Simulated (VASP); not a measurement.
# ZrH2 (Fm-3m) in VASP: a series of runs, part 2 of 2

VASP 6.6.1. Earlier steps stand in the parts before.

## 3. Relaxation of cell and atoms, LDA, target pressure 30 GPa, at which the enthalpy is minimised

The input, INCAR:

```
ALGO = Normal ; EDIFF = 1E-7
EDIFFG = -0.01 ; ENCUT = 600
IBRION = 2 ; ISIF = 3
ISMEAR = 0 ; LASPH = T
LCHARG = F ; LREAL = F
LWAVE = F ; NELM = 80
NSW = 80 ; PREC = Accurate
PSTRESS = 300.0 ; SIGMA = 0.02
```

The input, KPOINTS:

```
k-points
0
Gamma
  5 5 5
```

The input, POSCAR:

```
ZrH2
1.0
    3.4071590000      0.0000000000      0.0000000000
    1.7035795000      2.9506862487      0.0000000000
    1.7035795000      0.9835620829      2.7819336742
Zr H
1 2
Direct
    0.0000000000      0.0000000000      0.0000000000
    0.7500000000      0.7500000000      0.7500000000
    0.2500000000      0.2500000000      0.2500000000
```

Potentials or basis: VASP PAW LDA potentials, release 64 (Zr_sv, H).

On the command line:

```sh
> cat potpaw_LDA.64/Zr_sv/POTCAR potpaw_LDA.64/H/POTCAR > POTCAR
> mpirun -np 1 vasp_std > vasp.out
```

OUTCAR:

```text
EDIFF = 1E-7
   EDIFFG = -0.01
   ENCUT = 600
   IBRION = 2
   ISIF = 3
   ISMEAR = 0
   LASPH = T
   LREAL = F
   NELM = 80
   NSW = 80
   PREC = Accurate
   PSTRESS = 300.0

 ion  position               nearest neighbor table
   1  0.000  0.000  0.000-   2 2.09   3 2.09   2 2.09   3 2.09   2 2.09   3 2.09   2 2.09   3 2.09

   2  0.750  0.750  0.750-   1 2.09   1 2.09   1 2.09   1 2.09
   3  0.250  0.250  0.250-   1 2.09   1 2.09   1 2.09   1 2.09

  LATTYP: Found a face centered cubic cell.
 ALAT       =     4.8184504669

  Lattice vectors:

 A1 = (   3.4071590000,   0.0000000000,   0.0000000000)
 A2 = (   1.7035795000,   2.9506862487,   0.0000000000)
 A3 = (   1.7035795000,   0.9835620829,   2.7819336742)

Analysis of symmetry for initial positions (statically):
=====================================================================
 Subroutine PRICEL returns:
 Original cell was already a primitive cell.

 Routine SETGRP: Setting up the symmetry group for a
 face centered cubic supercell.

 Subroutine GETGRP returns: Found 48 space group operations
 (whereof 48 operations were pure point group operations)
 out of a pool of 48 trial point group operations.

The static configuration has the point symmetry O_h .

Analysis of symmetry for dynamics (positions and initial velocities):
=====================================================================
 Subroutine PRICEL returns:
 Original cell was already a primitive cell.

 Routine SETGRP: Setting up the symmetry group for a
 face centered cubic supercell.

 Subroutine GETGRP returns: Found 48 space group operations
 (whereof 48 operations were pure point group operations)
 out of a pool of 48 trial point group operations.

The dynamic configuration has the point symmetry O_h .

 Subroutine INISYM returns: Found 48 space group operations
 (whereof 48 operations are pure point group operations),
 and found     1 'primitive' translations

----------------------------------------------------------------------------------------

                                     Primitive cell

  volume of cell :      27.9681

  direct lattice vectors                    reciprocal lattice vectors
     3.407159000  0.000000000  0.000000000     0.293499658 -0.169452106 -0.119820733
     1.703579500  2.950686249  0.000000000     0.000000000  0.338904213 -0.119820733
     1.703579500  0.983562083  2.781933674     0.000000000  0.000000000  0.359462200

  length of vectors
     3.407159000  3.407159000  3.407159000     0.359462200  0.359462200  0.359462200

  position of ions in fractional coordinates (direct lattice)
     0.000000000  0.000000000  0.000000000
     0.750000000  0.750000000  0.750000000
     0.250000000  0.250000000  0.250000000

  ion indices of the primitive-cell ions
   primitive index   ion index
                 1           1
                 2           2
                 3           3

----------------------------------------------------------------------------------------

 KPOINTS: k-points

Automatic generation of k-mesh.
 Grid dimensions read from file:
 generate k-points for:    5    5    5

 Generating k-lattice:

  Cartesian coordinates                     Fractional coordinates (reciprocal lattice)
     0.058699932 -0.033890421 -0.023964147     0.200000000  0.000000000  0.000000000
     0.000000000  0.067780843 -0.023964147     0.000000000  0.200000000  0.000000000
     0.000000000  0.000000000  0.071892440     0.000000000  0.000000000  0.200000000

  Length of vectors
     0.071892440  0.071892440  0.071892440

  Shift w.r.t. Gamma in fractional coordinates (k-lattice)
     0.000000000  0.000000000  0.000000000

 Subroutine IBZKPT returns following result:
 ===========================================

 Found     10 irreducible k-points:

 Following reciprocal coordinates:
            Coordinates               Weight
  0.000000  0.000000  0.000000      1.000000
  0.200000  0.000000  0.000000      8.000000
  0.400000  0.000000  0.000000      8.000000
  0.200000  0.200000  0.000000      6.000000
  0.400000  0.200000  0.000000     24.000000
 -0.400000  0.200000 -0.000000     24.000000
 -0.200000  0.200000 -0.000000     12.000000
  0.400000  0.400000  0.000000      6.000000
 -0.400000  0.400000 -0.000000     12.000000
 -0.400000  0.400000  0.200000     24.000000
   k-points           NKPTS =     10   k-points in BZ     NKDIM =     10   number of bands    NBANDS=     11
   number of dos      NEDOS =    301   number of ions     NIONS =      3
   total plane-waves  NPLWV =  21952
   dimension x,y,z NGX =    28 NGY =   28 NGZ =   28
   dimension x,y,z NGXF=    56 NGYF=   56 NGZF=   56
   ions per type =               1   2
   NGX,Y,Z   is equivalent  to a cutoff of  13.66, 13.66, 13.66 a.u.
   NGXF,Y,Z  is equivalent  to a cutoff of  27.32, 27.32, 27.32 a.u.
 SYSTEM =  unknown system
   PREC   = accura    normal or accurate (medium, high low for compatibility)
   ISTART =      0    job   : 0-new  1-cont  2-samecut
   ICHARG =      2    charge: 1-file 2-atom 10-const
   ISPIN  =      1    spin polarized calculation?
   LNONCOLLINEAR =      F non collinear calculations
   LSORBIT =      F    spin-orbit coupling
   LASPH  =      T    aspherical Exc in radial PAW
   ENCUT  =  600.0 eV  44.10 Ry    6.64 a.u.   6.80  6.80  6.80*2*pi/ulx,y,z
   NELM   =     80;   NELMIN=  2; NELMDL= -5     # of ELM steps
   EDIFF  = 0.1E-06   stopping-criterion for ELM
   LREAL  =      F    real-space projection
   EDIFFG = -.1E-01   stopping-criterion for IOM
   NSW    =     80    number of steps for IOM
   IBRION =      2    ionic relax: 0-MD 1-quasi-New 2-CG
   NFREE  =      1    steps in history (QN), initial steepest desc. (CG)
   ISIF   =      3    stress and relaxation
   ISYM   =      2    0-nonsym 1-usesym 2-fastsym
   POTIM  = 0.5000    time-step for ionic-motion
   TEBEG  =    0.0;   TEEND  =   0.0 temperature during run
   PSTRESS=  300.0 pullay stress
   NELECT =      14.0000    total number of electrons
   NUPDOWN=      -1.0000    fix difference up-down
   EMIN   =  10.00;   EMAX   =-10.00  energy-range for DOS
   EFERMI =   0.00;   METHOD = LEGACY
   ISMEAR =     0;   SIGMA  =   0.02  broadening in eV -4-tet -1-fermi 0-gaus
   EFERMI_NEDOS =   21; number of points for ismear=-14 and -15
   IALGO  =     38    algorithm
   IMIX   =      4    mixing-type and parameters
     AMIX     =   0.40;   BMIX     =  1.00
     AMIX_MAG =   1.60;   BMIX_MAG =  1.00
  volume/ion in A,a.u.               =       9.32        62.91
  Fermi-wavevector in a.u.,A,eV,Ry     =   1.299861  2.456380 22.988914  1.689638
  Thomas-Fermi vector in A             =   2.431097
   LORBIT       =      0    0 simple, 1 ext, 2 COOP (PROOUT), +10 PAW based schemes
   GGA     = CA    functional components
   LHFCALC =     F    Hartree Fock is set to
   AEXX    =    0.0000 exact exchange contribution
   IVDW    =     0    specifies the selected vdW correction
   LEPSILON=     F    determine dielectric tensor
   LRPA    =     F    only Hartree local field effects (RPA)
 conjugate gradient relaxation of ions
 non-spin polarized calculation
 Gauss-broadening in eV      SIGMA  =   0.02
  energy-cutoff  :      600.00
  volume of cell :       27.97
 maximum number of plane-waves:       951
   NGX = 13   NGY = 13   NGZ = 13

--------------------------------------- Ionic step        1  -------------------------------------------

 number of electron      14.0000000 magnetization

 Free energy of the ion-electron system (eV)
  ---------------------------------------------------
  ext. energy  EPLUGINS =         0.00000000
  ---------------------------------------------------
  free energy    TOTEN  =       -18.27101358 eV

  energy without entropy =      -18.26986311  energy(sigma->0) =      -18.27043835

 E-fermi :   8.1849     XC(G=0): -11.3556

 val. band max:        8.0408878054   @ k =   0.4000   0.0000   0.0000
 cond. band min:       8.1944033648   @ k =   0.2000   0.0000   0.0000
 fundamental gap:      0.1535155594
 Fermi energy:         8.1848646502

 k-point     1 :       0.0000    0.0000    0.0000
  band No.  band energies     occupation
      1     -40.7931      2.00000
      2     -18.6985      2.00000
      3     -18.6985      2.00000
      4     -18.6985      2.00000
      5      -1.3424      2.00000
      6       7.0047      2.00000
      7       7.8331      2.00000
      8       7.8331      2.00000
      9       7.8331      2.00000
     10      10.4037      0.00000
     11      10.4037      0.00000
[... 316 lines left out ...]
  enthalpy is  TOTEN    =       -13.7077050941 eV   P V=        4.2928244442

--------------------------------------- Ionic step        6  -------------------------------------------

 number of electron      14.0000001 magnetization

 Free energy of the ion-electron system (eV)
  ---------------------------------------------------
  ext. energy  EPLUGINS =         0.00000000
  ---------------------------------------------------
  free energy    TOTEN  =       -17.99546391 eV

  energy without entropy =      -17.99431344  energy(sigma->0) =      -17.99488868

 E-fermi :  10.3737     XC(G=0): -12.2749

 val. band max:       10.1526608838   @ k =   0.4000   0.0000   0.0000
 cond. band min:      10.3832430085   @ k =   0.2000   0.0000   0.0000
 fundamental gap:      0.2305821247
 Fermi energy:        10.3737042863

 k-point     1 :       0.0000    0.0000    0.0000
  band No.  band energies     occupation
      1     -38.1779      2.00000
      2     -15.8690      2.00000
      3     -15.8690      2.00000
      4     -15.8690      2.00000
      5       0.0982      2.00000
      6       9.0590      2.00000
      7       9.9331      2.00000
      8       9.9331      2.00000
      9       9.9331      2.00000
     10      13.2240      0.00000
     11      13.2240      0.00000
[... 154 lines left out ...]
  FREE ENERGIE OF THE ION-ELECTRON SYSTEM (eV)
  ---------------------------------------------------
  free  energy   TOTEN  =       -17.9954639147 eV

  energy  without entropy=      -17.9943134406  energy(sigma->0) =      -17.99488868

  enthalpy is  TOTEN    =       -13.7077312867 eV   P V=        4.2877326279

 reached required accuracy - stopping structural energy minimisation
```

OSZICAR:

```text
N       E                     dE             d eps       ncg     rms          rms(c)
DAV:   1     0.935922027371E+02    0.93592E+02   -0.84990E+03   220   0.139E+03
DAV:   2    -0.155753340230E+02   -0.10917E+03   -0.10553E+03   259   0.322E+02
DAV:   3    -0.196378249456E+02   -0.40625E+01   -0.40197E+01   344   0.559E+01
[... 58 lines left out ...]
DAV:   3    -0.179954580097E+02    0.17129E-04   -0.14364E-04   327   0.112E-01    0.265E-02
DAV:   4    -0.179954613215E+02   -0.33118E-05   -0.34741E-06   252   0.210E-02    0.105E-02
DAV:   5    -0.179954638023E+02   -0.24808E-05   -0.52105E-06   272   0.150E-02    0.265E-03
DAV:   6    -0.179954639043E+02   -0.10206E-06   -0.16735E-07   206   0.417E-03    0.129E-03
DAV:   7    -0.179954639147E+02   -0.10308E-07   -0.19688E-08   128   0.118E-03
   6 F= -.13707731E+02 E0= -.13707156E+02  d E =-.627410E-04
```

Run time: 14 s. Hardware: 1 thread of Intel Xeon Platinum 8488C (Sapphire Rapids), shared host; peak memory 0.15 GiB.

Results:

* Free energy: -17.9955 eV
* Relaxed volume: 7.63 Å³/atom
* Relaxed cell: a = 3.187 Å, b = 3.187 Å, c = 3.187 Å, α = 60.00°, β = 60.00°, γ = 60.00°
* Space group after relaxing (to 0.05 Å): Fm-3m (No. 225)
* Energy change on relaxing (the enthalpy is what falls): +91.9 meV/atom
* Ionic steps: 6
* Pressure after relaxing: 30.0 GPa
* Band gap on the k mesh: zero (band 7 reaches 10.83 eV, above the bottom of band 8 at 9.93 eV)

The path:
| step | energy change (eV) | largest force (eV/Å) | pressure (GPa) | volume (Å³) |
| --- | --- | --- | --- | --- |
| 1 | 0.0000 | 0.0000 | -6.81 | 27.97 |
| 2 | 1.1068 | 0.0000 | 71.08 | 20.16 |
| 3 | 0.2660 | 0.0000 | 29.42 | 22.95 |
| 4 | 0.2835 | 0.0000 | 30.48 | 22.86 |
| 5 | 0.2705 | 0.0000 | 29.69 | 22.93 |
| 6 | 0.2756 | 0.0000 | 30.00 | 22.90 |

Final structure:
```
Zr H
1.0
     3.18745    0.00000    0.00000
     1.59373    2.76042    0.00000
     1.59373    0.92014    2.60255
Zr H
1 2
Direct
  0.00000 0.00000 0.00000
  0.75000 0.75000 0.75000
  0.25000 0.25000 0.25000
```

Levels at points of the mesh, in eV from the Fermi level:
```tsv
k point	band 4	band 5	band 6	band 7	band 8	band 9	band 10	band 11
(0.00, 0.00, 0.00)	-26.24	-10.28	-1.31	-0.44	-0.44	-0.44	2.85	2.85
```

Caveat: the k points lie up to 0.48 Å⁻¹ apart in the final cell; the cell is relaxed towards a set pressure, so the enthalpy falls and the energy may rise; the volume moved by over 15 % at a fixed basis, so the end points are rough.

## 4. Relaxation of cell and atoms, LDA, target pressure 40 GPa, at which the enthalpy is minimised

The input, INCAR:

```
SYSTEM = ZrH2
PREC     = Accurate       ! precision mode
ENCUT    = 600            ! plane-wave cutoff, eV
EDIFF    = 1E-6           ! SCF threshold, eV
ISMEAR   = 0              ! smearing method
SIGMA    = 0.02           ! smearing width, eV
LREAL    = .FALSE.        ! projectors in reciprocal space
LASPH    = .TRUE.         ! aspherical terms in the spheres
NELM     = 80             ! most SCF steps
ALGO     = Normal         ! electronic algorithm
ISIF     = 3              ! what is computed and relaxed
LWAVE    = .FALSE.        ! write WAVECAR
LCHARG   = .FALSE.        ! write CHGCAR
IBRION   = 2              ! ionic algorithm
NSW      = 80             ! ionic steps
EDIFFG   = -0.01          ! ionic threshold
PSTRESS  = 400.0
```

The input, KPOINTS:

```
Automatic mesh
0
G
  5 5 5
  0 0 0
```

POSCAR is that of step 3.

On the command line:

```sh
> cat potpaw_LDA.64/Zr_sv/POTCAR potpaw_LDA.64/H/POTCAR > POTCAR
> mpirun -np 1 vasp_std > vasp.out
```

It took 14 s on 1 thread of Intel Xeon Platinum 8488C (Sapphire Rapids), shared host; peak memory 0.15 GiB.

It converged, with:

```yaml
Free_energy: -17.8181 eV
Relaxed_volume: 7.36 Å³/atom
Relaxed_cell: a = 3.149 Å, b = 3.149 Å, c = 3.149 Å, α = 60.00°, β = 60.00°, γ = 60.00°
Space_group_after_relaxing_to_0.05_Å: Fm-3m (No. 225)
Energy_change_on_relaxing_the_enthalpy_is_what_falls: +151.0 meV/atom
Ionic_steps: 7
Pressure_after_relaxing: 40.0 GPa
Band_gap_on_the_k_mesh: zero (band 7 reaches 11.25 eV, above the bottom of band 8 at 10.34 eV)
```

The path:
| step | energy change (eV) | largest force (eV/Å) | pressure (GPa) | volume (Å³) |
| --- | --- | --- | --- | --- |
| 1 | 0.0000 | 0.0000 | -6.82 | 27.97 |
| 2 | 2.1564 | 0.0000 | 114.91 | 18.33 |
| 3 | 0.4198 | 0.0000 | 38.22 | 22.22 |
| 4 | 0.4480 | 0.0000 | 39.73 | 22.10 |
| 5 | 0.4753 | 0.0000 | 41.17 | 22.00 |
| 6 | 0.4360 | 0.0000 | 39.10 | 22.15 |
| 7 | 0.4529 | 0.0000 | 39.99 | 22.08 |

Final structure:
```
Zr H
1.0
     3.14917    0.00000    0.00000
     1.57459    2.72726    0.00000
     1.57459    0.90909    2.57129
Zr H
1 2
Direct
  0.00000 0.00000 0.00000
  0.75000 0.75000 0.75000
  0.25000 0.25000 0.25000
```

Levels at points of the mesh, in eV from the Fermi level:
```tsv
k point	band 5	band 6	band 7	band 8	band 9	band 10
(0.00, 0.00, 0.00)	-10.38	-1.34	-0.46	-0.46	-0.46	2.98
```

Caveat: the k points lie up to 0.49 Å⁻¹ apart in the final cell; the cell is relaxed towards a set pressure, so the enthalpy falls and the energy may rise; the volume moved by over 15 % at a fixed basis, so the end points are rough.

## 5. Overview

| cell | gap on the mesh (eV) | pressure (GPa) |
| --- | --- | --- |
| relaxed to 20 GPa | none | 19.9 |
| relaxed to 30 GPa | none | 30.0 |
| relaxed to 40 GPa | none | 40.0 |

Alike in all rows: task relaxation of cell and atoms; level LDA; potentials or basis VASP PAW LDA potentials, release 64 (Zr_sv, H); no spin polarisation; k mesh 5 × 5 × 5; cutoff (eV) 600; smearing gaussian 0.02 eV.

Caveats: all runs use coarse meshes; the cell is relaxed towards a set pressure, so the enthalpy falls and the energy may rise; the volume moved by over 15 % at a fixed basis, so the end points are rough (some runs).

Absolute energies hang on the potentials; compare differences alone.
